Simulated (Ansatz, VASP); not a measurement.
# Two plane-wave programs on ZrC

Contents of INCAR:

```
  PREC = Accurate
  ENCUT = 520
  EDIFF = 1E-8
  ISMEAR = -1
  SIGMA = 0.05
  LREAL = False
  LASPH = True
  NELM = 80
  ALGO = Normal
  ISIF = 2
  LWAVE = False
  LCHARG = False
  GGA = PE
  LEFG = True
  NBANDS = 15
```

KPOINTS

```
Automatic mesh
0
Gamma
  15 15 15
```

File POSCAR:

```
ZrC
1.0
    0.0000000000      2.3737121000      2.3502100000
    2.3737121000      0.0000000000      2.3502100000
    2.3737121000      2.3737121000      0.0000000000
Zr C
1 1
Direct
    0.5000000000      0.5000000000      0.5000000000
    0.0000000000      0.0000000000      0.0000000000
```

Input for Ansatz:

```yaml
crystal:
  lattice:
    - [0.0, 2.3737121, 2.35021]
    - [2.3737121, 0.0, 2.35021]
    - [2.3737121, 2.3737121, 0.0]
  atoms:
    - { symbol: Zr, position: [0.5, 0.5, 0.5] }
    - { symbol: C, position: [0.0, 0.0, 0.0] }
kpoints:
  mp_grid: { grid: [15, 15, 15] }
scf:
  occupations: { method: fermi_dirac, width: 0.05 }
hamiltonian:
  xc: pbe
  pseudopotentials: { kind: paw }
output:
  forces: true
  stress: true
  eigenvalues: true
  efg: { contact_densities: true }
  write_density: true
  write_potential: true
  elf: true
  volumetric_format: npy
```

Change from the starting cell: equal xx and yy strain of +1 %, PAW files.

Alike in both runs: task electric field gradients; functional PBE; k mesh 15 × 15 × 15; occupations fermi-dirac, width 0.05 eV; no spin polarisation.

|  | VASP | Ansatz |
| --- | --- | --- |
| version | VASP 6.6.1 | Ansatz 0.2.0 |
| potentials or method | VASP PAW PBE potentials, release 64 (Zr_sv, C) | PAW with Ansatz's default frozen-core files, scalar-relativistic |
| plane-wave cutoff (eV) | 520 | 420 |
| valence electrons in the cell | 16 | 16 |

```csv
,VASP,Ansatz,Ansatz less VASP
pressure (GPa),-2.9,-3.1,-0.24
"traceless stress, the component that is largest in VASP (GPa)",2.23,2.21,-0.014
size of Vzz on the site where it differs most (V/Å²),14.5,14.8,+0.30
```

The functional is the same, so the differences come from potentials, cutoffs and numerics.
